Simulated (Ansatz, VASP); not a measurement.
CsI: VASP beside Ansatz

Contents of INCAR:

```
SYSTEM = CsI
PREC = Accurate ; ENCUT = 500
EDIFF = 1E-7 ; ISMEAR = 0
SIGMA = 0.02 ; LREAL = .False.
LASPH = .True. ; NELM = 120
ALGO = Normal ; ISIF = 3
LWAVE = .False. ; LCHARG = .False.
GGA = PE ; IVDW = 12
IBRION = 2 ; NSW = 70
EDIFFG = -0.005 ; GGA_COMPAT = .False.
NELMIN = 4
```

Contents of KPOINTS:

```
regular mesh
0
Gamma
  6 6 6
  0 0 0
```

The input POSCAR:

```
CsI
1.0
    4.6660155511      0.0000000000      0.0000000000
    0.0000000000      4.6660155511      0.0000000000
    0.0000000000      0.0000000000      4.6660155511
Cs I
1 1
Direct
    0.0000000000      0.0000000000      0.0000000000
    0.5000000000      0.5000000000      0.5000000000
```

Input for Ansatz:

```yaml
crystal:
  lattice:
    - [4.6660155511, 0.0, 0.0]
    - [0.0, 4.6660155511, 0.0]
    - [0.0, 0.0, 4.6660155511]
  atoms:
    - { symbol: Cs, position: [0.0, 0.0, 0.0] }
    - { symbol: I, position: [0.5, 0.5, 0.5] }
basis:
  ecutwfc: 420
kpoints:
  mp_grid: { grid: [6, 6, 6] }
hamiltonian:
  xc: pbe
  dispersion: d3bj
scf:
  occupations: { method: gaussian, width: 0.02 }
output:
  forces: true
  stress: true
  eigenvalues: true
relax:
  adjacent_minimum: "off"
  f_tol: 0.005
  max_steps: 50
  cell: { stress_tol: 0.05 }
```

Alike in both runs: task relaxation of cell and atoms; functional PBE; dispersion D3(BJ); k mesh 6 × 6 × 6; occupations gaussian, width 0.02 eV; no spin polarisation.

```csv
,VASP,Ansatz
version,VASP 6.6.1,Ansatz 0.2.0
potentials or method,"VASP PAW PBE potentials, release 64 (Cs_sv, I), cutoff 500 eV","scalar-relativistic, plane waves, PAW"
valence electrons in the cell,16,26
```

```csv
,VASP,Ansatz,Ansatz less VASP
"gap on the k mesh at the Fermi level, each at its own relaxed structure (eV)",3.88,3.90,+0.025
relaxed volume (Å³/atom),47.58,47.42,-0.159
relaxed cell length with the largest relative difference (Å),4.565,4.560,-0.0051
```

VASP's potentials hold 16 valence electrons a cell and Ansatz's 26, so a difference there can come from the potentials and not from the codes.

Neither program's run includes spin-orbit coupling.
